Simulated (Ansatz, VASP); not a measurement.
**Se: VASP beside Ansatz**

```
Se
1.0
     5.68100    3.27993    1.47633
    -5.68100    3.27993    1.47633
     0.00000   -6.55985    1.47633
Se
6
Direct
  0.28066 0.16251 0.91818
  0.91818 0.28066 0.16251
  0.16251 0.91818 0.28066
  0.71934 0.83749 0.08182
  0.08182 0.71934 0.83749
  0.83749 0.08182 0.71934
```

Alike in both runs: task electric field gradients; functional PBE; k mesh 6 × 6 × 6; occupations fermi-dirac, width 0.01 eV; no spin polarisation.

|  | VASP | Ansatz |
| --- | --- | --- |
| version | VASP 6.6.1 | Ansatz 0.2.0 |
| potentials or method | VASP PAW PBE potentials, release 64 (Se), cutoff 520 eV | all-electron PAW with datasets made for the crystal, scalar-relativistic |

|  | VASP | Ansatz | Ansatz less VASP |
| --- | --- | --- | --- |
| gap on the k mesh at the Fermi level (eV) | 1.19 | 1.21 | +0.013 |
| pressure (GPa) | 2.8 | 2.7 | -0.15 |
| traceless stress, the component that is largest in VASP (GPa) | -0.30 | -0.25 | +0.051 |
| rms of the force components (eV/Å) | 0.292 | 0.268 | -0.0242 |
| size of Vzz on the site where it differs most (V/Å²) | 555.4 | 578.3 | +22.93 |

Atom by atom the forces differ by 0.025 eV/Å (rms over components). Ansatz ran all-electron here, and VASP with PAW potentials.
